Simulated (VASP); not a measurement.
ScAl3: single point with PBE

ScAl3:

```
Sc Al
1.0
     7.02482    0.20078   -0.00946
     0.20078    6.63588    0.32342
    -0.00946    0.32342    6.67107
Sc Al
4 12
Direct
  0.44450 0.22606 0.53134
  0.77013 0.45859 0.25814
  0.79635 0.96619 0.73898
  0.46924 0.71534 0.97746
  0.24312 0.50402 0.78790
  0.01232 0.68841 0.44485
  0.22388 0.43768 0.19683
  0.02756 0.18859 0.98469
  0.50926 0.22849 0.98882
  0.04099 0.26962 0.55614
  0.02967 0.77807 0.05572
  0.75481 0.48100 0.72242
  0.69887 0.95086 0.23521
  0.20332 0.91991 0.71725
  0.50977 0.74472 0.53691
  0.26679 0.01954 0.27526
```

```yaml
Program: VASP 6.6.1
Task: single point
Functional: PBE
Potentials_or_basis: VASP PAW PBE potentials, release 64 (Sc_sv, Al)
Cutoff: 520 eV
k_mesh: 1 × 1 × 1, shifted
Occupations: fermi-dirac, width 0.05 eV
Spin: no spin polarisation
```

| Item | Value |
| --- | --- |
| Pressure | -1.2 GPa |
| Largest force | 1.213 eV/Å |
| Band gap on the k mesh | 0.09 eV |

Forces on the atoms (eV/Å):
```
Sc   1.116  0.149  0.273
Sc   0.136  0.172 -0.239
Sc  -0.351  0.290 -0.088
Sc   0.748  0.523  0.798
Al  -0.639  0.205 -0.189
Al  -0.068  0.055  0.372
Al  -0.095 -0.446  0.362
Al  -0.608 -0.548 -0.794
Al   0.251  0.300  0.179
Al   0.005  0.187 -0.203
Al  -0.065  0.169 -0.035
Al  -0.087 -0.698  0.227
Al   0.313 -0.059  0.169
Al  -0.171 -0.062 -0.727
Al  -0.318  0.241 -0.452
Al  -0.169 -0.478  0.347
```

Stress tensor (GPa, compression positive):
```
 0.02 -0.19  2.81
-0.19 -2.23 -3.73
 2.81 -3.73 -1.28
```

Levels at points of the mesh, in eV from the valence-band top:
| k point | band 36 | band 37 | band 38 | band 39 | band 40 | band 41 | band 42 | band 43 | band 44 | band 45 |
| --- | --- | --- | --- | --- | --- | --- | --- | --- | --- | --- |
| (0.25, 0.25, 0.25) | -0.72 | -0.50 | -0.35 | -0.11 | 0.00 | 0.09 | 0.70 | 0.84 | 1.00 | 1.09 |

It took 34 s on 1 thread of Intel(R) Xeon(R) Platinum 8559C (Emerald Rapids) (shared host), peak memory 0.33 GiB.

Caveat: the k points lie up to 0.95 Å⁻¹ apart.
